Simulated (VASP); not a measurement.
# CoSi (F-43m) in VASP: a series of runs

CoSi is run at these levels: PBE, r2SCAN; tasks: single point.

Everything below comes from runs of VASP 6.6.1. Logs are shortened: lines on timing, memory, paths and dates and some standing lists are left out, and cuts for length are marked.

### Step 1. The cell of the first run

It takes space group F-43m (No. 216, cubic). Conventional cell: a = 5.087 Å, b = 5.087 Å, c = 5.087 Å, α = 90.00°, β = 90.00°, γ = 90.00°. Co (site symmetry -43m) has 4 Si at 2.20 Å within 2.9 Å. Si (site symmetry -43m) has 4 Co at 2.20 Å within 2.9 Å.

### Step 2. Single point, PBE, collinear spin, ferromagnetic start

INCAR reads:

```
SYSTEM = CoSi
ALGO = Normal
EDIFF = 1E-6
ENCUT = 520
GGA = PE
ISIF = 2
ISMEAR = 0
ISPIN = 2
LASPH = .True.
LCHARG = .False.
LMAXMIX = 4
LORBIT = 11
LREAL = .False.
LWAVE = .False.
MAGMOM = 3.5 0
NBANDS = 18
NELM = 150
PREC = Accurate
SIGMA = 0.1
```

KPOINTS reads:

```
k-points
0
Gamma
  14 14 14
  0 0 0
```

POSCAR reads:

```
CoSi
1.0
    0.0000000000      2.5435862086      2.5435862086
    2.5435862086      0.0000000000      2.5435862086
    2.5435862086      2.5435862086      0.0000000000
Co Si
1 1
Direct
    0.0000000000      0.0000000000      0.0000000000
    0.2500000000      0.2500000000      0.2500000000
```

Potentials or basis: VASP PAW PBE potentials, release 64 (Co, Si).

Run with:

```bash
$ cat potpaw_PBE.64/Co/POTCAR potpaw_PBE.64/Si/POTCAR > POTCAR
$ mpirun -np 1 vasp_std > vasp.out
```

OUTCAR:

```text
SYSTEM = CoSi
   EDIFF = 1E-6
   ENCUT = 520
   GGA = PE
   ISIF = 2
   ISMEAR = 0
   ISPIN = 2
   LASPH = .True.
   LORBIT = 11
   LREAL = .False.
   NELM = 150
   PREC = Accurate

 ion  position               nearest neighbor table
   1  0.000  0.000  0.000-   2 2.20   2 2.20   2 2.20   2 2.20
   2  0.250  0.250  0.250-   1 2.20   1 2.20   1 2.20   1 2.20

  LATTYP: Found a face centered cubic cell.
 ALAT       =     5.0871724172

  Lattice vectors:

 A1 = (   0.0000000000,   2.5435862086,   2.5435862086)
 A2 = (   2.5435862086,   0.0000000000,   2.5435862086)
 A3 = (   2.5435862086,   2.5435862086,   0.0000000000)

Analysis of symmetry for initial positions (statically):
=====================================================================
 Subroutine PRICEL returns:
 Original cell was already a primitive cell.

 Routine SETGRP: Setting up the symmetry group for a
 face centered cubic supercell.

 Subroutine GETGRP returns: Found 24 space group operations
 (whereof 24 operations were pure point group operations)
 out of a pool of 48 trial point group operations.

The static configuration has the point symmetry T_d .

Analysis of symmetry for dynamics (positions and initial velocities):
=====================================================================
 Subroutine PRICEL returns:
 Original cell was already a primitive cell.

 Routine SETGRP: Setting up the symmetry group for a
 face centered cubic supercell.

 Subroutine GETGRP returns: Found 24 space group operations
 (whereof 24 operations were pure point group operations)
 out of a pool of 48 trial point group operations.

The dynamic configuration has the point symmetry T_d .

Analysis of structural, dynamic, and magnetic symmetry:
=====================================================================
 Subroutine PRICEL returns:
 Original cell was already a primitive cell.

 Routine SETGRP: Setting up the symmetry group for a
 face centered cubic supercell.

 Subroutine GETGRP returns: Found 24 space group operations
 (whereof 24 operations were pure point group operations)
 out of a pool of 48 trial point group operations.

The overall configuration has the point symmetry T_d .

 Subroutine INISYM returns: Found 24 space group operations
 (whereof 24 operations are pure point group operations),
 and found     1 'primitive' translations

----------------------------------------------------------------------------------------

[... 109 lines left out ...]
   IALGO  =     38    algorithm
   IMIX   =      4    mixing-type and parameters
     AMIX     =   0.40;   BMIX     =  1.00
     AMIX_MAG =   1.60;   BMIX_MAG =  1.00
  volume/ion in A,a.u.               =      16.46       111.05
  Fermi-wavevector in a.u.,A,eV,Ry     =   1.201156  2.269856 19.630162  1.442776
  Thomas-Fermi vector in A             =   2.336973
   LORBIT       =     11    0 simple, 1 ext, 2 COOP (PROOUT), +10 PAW based schemes
   GGA     = PE    functional components
   LHFCALC =     F    Hartree Fock is set to
   AEXX    =    0.0000 exact exchange contribution
   IVDW    =     0    specifies the selected vdW correction
   LEPSILON=     F    determine dielectric tensor
   LRPA    =     F    only Hartree local field effects (RPA)
 spin polarized calculation
 Gauss-broadening in eV      SIGMA  =   0.10
  energy-cutoff  :      520.00
  volume of cell :       32.91
 maximum number of plane-waves:       905
   NGX = 13   NGY = 13   NGZ = 13

 number of electron      12.9999999 magnetization       0.0006611

 number of electron      12.9999999 magnetization      -0.0001947

 Free energy of the ion-electron system (eV)
  ---------------------------------------------------
  ext. energy  EPLUGINS =         0.00000000
  ---------------------------------------------------
  free energy    TOTEN  =       -11.73026338 eV

  energy without entropy =      -11.72560428  energy(sigma->0) =      -11.72793383

 E-fermi :   6.0352     XC(G=0): -10.5528

 val. band max:        6.0188150589   @ k =   0.5000   0.4286   0.0714
 cond. band min:       6.1027624289   @ k =  -0.2857   0.2143   0.0714
 fundamental gap:      0.0839473700
 Fermi energy:         6.0352266959

 spin component 1

 k-point     1 :       0.0000    0.0000    0.0000
  band No.  band energies     occupation
      1      -3.8552      1.00000
      2       3.7386      1.00000
      3       3.7386      1.00000
      4       3.7386      1.00000
      5       5.0255      1.00000
      6       5.0255      1.00000
[... 493 lines left out ...]
     17      25.1022      0.00000
     18      25.5189      0.00000

 [... further k-points ...]

 spin component 2

 k-point     1 :       0.0000    0.0000    0.0000
  band No.  band energies     occupation
      1      -3.8552      1.00000
      2       3.7385      1.00000
      3       3.7385      1.00000
      4       3.7385      1.00000
      5       5.0254      1.00000
      6       5.0254      1.00000
[... 493 lines left out ...]
     17      25.1022      0.00000
     18      25.5188      0.00000

 [... further k-points ...]
[... 5 lines left out ...]
  --------------------------------------------------------------------------------------
  -------------------------------------------------------------------------------------
  Total        0.0027320      0.0027320      0.0027320     -0.0000000      0.0000000      0.0000000
  in kB        0.1329902      0.1329902      0.1329902     -0.0000000      0.0000000      0.0000000
  external PRESSURE =       0.1329902 kB  Pullay stress =       0.0000000 kB

 VOLUME and BASIS-vectors are now :
 -----------------------------------------------------------------------------
  energy-cutoff  :      520.00
  volume of cell :       32.91
      direct lattice vectors                 reciprocal lattice vectors
     0.000000000  2.543586209  2.543586209    -0.196572854  0.196572854  0.196572854
     2.543586209  0.000000000  2.543586209     0.196572854 -0.196572854  0.196572854
     2.543586209  2.543586209  0.000000000     0.196572854  0.196572854 -0.196572854

 POSITION                                       TOTAL-FORCE (eV/Angst)
 -----------------------------------------------------------------------------------
      0.00000      0.00000      0.00000         0.000000      0.000000      0.000000
      1.27179      1.27179      1.27179        -0.000000     -0.000000     -0.000000
 -----------------------------------------------------------------------------------
    total drift:                                0.000001      0.000001      0.000001

  FREE ENERGIE OF THE ION-ELECTRON SYSTEM (eV)
  ---------------------------------------------------
  free  energy   TOTEN  =       -11.7302633756 eV

  energy  without entropy=      -11.7256042836  energy(sigma->0) =      -11.72793383

 total charge

# of ion       s       p       d       tot
------------------------------------------
    1        0.534   0.385   7.549   8.467
    2        0.826   0.854   0.000   1.680
--------------------------------------------------
tot          1.360   1.239   7.549  10.147

 magnetization (x)

# of ion       s       p       d       tot
------------------------------------------
    1       -0.000   0.000  -0.000  -0.000
    2       -0.000   0.000   0.000  -0.000
--------------------------------------------------
tot         -0.000   0.000  -0.000  -0.000
```

OSZICAR:

```text
N       E                     dE             d eps       ncg     rms          rms(c)
DAV:   1     0.498285317617E+02    0.49829E+02   -0.50224E+03  7512   0.689E+02
DAV:   2    -0.943929155994E+01   -0.59268E+02   -0.52099E+02  7958   0.154E+02
DAV:   3    -0.124332926043E+02   -0.29940E+01   -0.29236E+01  9052   0.376E+01
DAV:   4    -0.124786991799E+02   -0.45407E-01   -0.45351E-01  9108   0.417E+00
DAV:   5    -0.124800363928E+02   -0.13372E-02   -0.13371E-02  9228   0.741E-01    0.150E+01
DAV:   6    -0.203319064508E+02   -0.78519E+01   -0.66669E+01  8330   0.924E+01    0.279E+01
DAV:   7    -0.116682412753E+02    0.86637E+01   -0.26056E+01  9084   0.599E+01    0.532E+00
DAV:   8    -0.116918120575E+02   -0.23571E-01   -0.88757E-01  9742   0.813E+00    0.267E+00
DAV:   9    -0.117289378222E+02   -0.37126E-01   -0.27721E-01 10408   0.402E+00    0.123E+00
DAV:  10    -0.117307003908E+02   -0.17626E-02   -0.82716E-03  9322   0.732E-01    0.371E-01
DAV:  11    -0.117301146602E+02    0.58573E-03   -0.25659E-03 10184   0.382E-01    0.142E-01
DAV:  12    -0.117302324741E+02   -0.11781E-03   -0.33761E-04  8994   0.175E-01    0.743E-02
DAV:  13    -0.117302613942E+02   -0.28920E-04   -0.74807E-05  9884   0.764E-02    0.309E-02
DAV:  14    -0.117302613939E+02    0.30025E-09   -0.17574E-05  9998   0.313E-02    0.200E-02
DAV:  15    -0.117302632611E+02   -0.18672E-05   -0.58041E-06  7128   0.219E-02    0.337E-03
DAV:  16    -0.117302633756E+02   -0.11453E-06   -0.53830E-07  3996   0.444E-03
   1 F= -.11730263E+02 E0= -.11727934E+02  d E =-.465909E-02  mag=    -0.0002
```

stdout:

```text
POSCAR found type information on POSCAR CoSi
 POSCAR found :  2 types and       2 ions
 scaLAPACK will be used
 LDA part: xc-table for (Slater+PW92), standard interpolation
 POSCAR, INCAR and KPOINTS ok, starting setup
 FFT: planning ... GRIDC
 FFT: planning ... GRID_SOFT
 FFT: planning ... GRID
 WAVECAR not read
 entering main loop
```

It took 56 s on 1 thread of Intel Xeon 6975P-C (Granite Rapids), shared host; peak memory 0.23 GiB.

Results:

```yaml
Free_energy: -11.7303 eV
Pressure: 0.0 GPa
Net_moment: 0.00 μB per cell
Valence_electrons_inside_the_program's_atomic_spheres: Co 8.47; Si 1.68
```

Levels at points of the mesh, in eV from the Fermi level:
Spin up:
```tsv
k point	band 4	band 5	band 6	band 7	band 8	band 9
(0.00, 0.00, 0.00)	-2.30	-1.01	-1.01	6.44	6.44	6.44
(0.50, 0.00, 0.00)	-2.09	-0.85	-0.85	-0.57	4.03	4.03
(0.50, 0.50, 0.00)	-1.36	-1.36	-0.64	-0.27	1.06	1.06
```
Spin down:
| k point | band 2 | band 3 | band 4 | band 5 | band 6 | band 7 | band 8 | band 9 | band 10 | band 11 |
| --- | --- | --- | --- | --- | --- | --- | --- | --- | --- | --- |
| (0.00, 0.00, 0.00) | -2.30 | -2.30 | -2.30 | -1.01 | -1.01 | 6.44 | 6.44 | 6.44 | 7.74 | 7.74 |
| (0.50, 0.00, 0.00) | -4.11 | -2.09 | -2.09 | -0.85 | -0.85 | -0.57 | 4.03 | 4.03 | 7.66 | 8.65 |
| (0.50, 0.50, 0.00) | -4.13 | -1.44 | -1.36 | -1.36 | -0.64 | -0.27 | 1.06 | 1.06 | 6.09 | 6.12 |

Caveat: the starting moments collapsed, and a magnetic state may lie lower.

### Step 3. Single point, r2SCAN, collinear spin, ferromagnetic start

POSCAR is that of step 2.

INCAR.step1 reads:

```
SYSTEM = CoSi
  PREC = Accurate
  ENCUT = 520
  ISMEAR = 0
  SIGMA = 0.1
  LREAL = .FALSE.
  LASPH = .TRUE.
  NELM = 150
  ISPIN = 2
  MAGMOM = 3.5 0
  LMAXMIX = 4
  NBANDS = 18
  GGA = PE
  ALGO = Normal
  EDIFF = 1E-4
  LWAVE = .TRUE.
  LCHARG = .FALSE.
```

INCAR.step2 reads:

```
SYSTEM = CoSi
  PREC = Accurate
  ENCUT = 520
  EDIFF = 1E-6
  ISMEAR = 0
  SIGMA = 0.1
  LREAL = .FALSE.
  LASPH = .TRUE.
  NELM = 150
  ALGO = Normal
  ISIF = 2
  LWAVE = .FALSE.
  LCHARG = .FALSE.
  ISPIN = 2
  MAGMOM = 3.5 0
  LORBIT = 11
  LMAXMIX = 4
  METAGGA = R2SCAN
  LMIXTAU = .TRUE.
  NBANDS = 18
  ISTART = 1
```

KPOINTS reads:

```
regular mesh
0
G
  14 14 14
  0 0 0
```

Potentials or basis: VASP PAW PBE potentials, release 64 (Co, Si).

Run with:

```bash
$ cat potpaw_PBE.64/Co/POTCAR potpaw_PBE.64/Si/POTCAR > POTCAR
$ cp INCAR.step1 INCAR
$ mpirun -np 1 vasp_std > vasp.out
$ cp INCAR.step2 INCAR
$ mpirun -np 1 vasp_std > vasp.out
```

It took 3.3 min on 1 thread of Intel Xeon 6975P-C (Granite Rapids), shared host; peak memory 0.24 GiB.

The run converged. Its results:

| Quantity | Value |
| --- | --- |
| Free energy | -20.9246 eV |
| Pressure | -2.4 GPa |
| Net moment | 0.00 μB per cell |
| Valence electrons inside the program's atomic spheres | Co 8.52; Si 1.70 |

Levels at points of the mesh, in eV from the Fermi level:
Spin up:
| k point | band 3 | band 4 | band 5 | band 6 | band 7 | band 8 | band 9 | band 10 |
| --- | --- | --- | --- | --- | --- | --- | --- | --- |
| (0.00, 0.00, 0.00) | -2.44 | -2.44 | -1.16 | -1.16 | 6.74 | 6.74 | 6.74 | 8.11 |
| (0.50, 0.00, 0.00) | -2.24 | -2.24 | -0.96 | -0.96 | -0.57 | 4.21 | 4.21 | 8.29 |
| (0.50, 0.50, 0.00) | -1.48 | -1.48 | -1.41 | -0.77 | -0.35 | 1.11 | 1.11 | 6.45 |
Spin down:
| k point | band 4 | band 5 | band 6 | band 7 | band 8 | band 9 |
| --- | --- | --- | --- | --- | --- | --- |
| (0.00, 0.00, 0.00) | -2.44 | -1.16 | -1.16 | 6.74 | 6.74 | 6.74 |
| (0.50, 0.00, 0.00) | -2.24 | -0.96 | -0.96 | -0.57 | 4.21 | 4.21 |
| (0.50, 0.50, 0.00) | -1.48 | -1.41 | -0.77 | -0.35 | 1.11 | 1.11 |

Caveat: the starting moments collapsed, and a magnetic state may lie lower; the PAW data sets were made with another functional, which shifts forces and pressure a little.
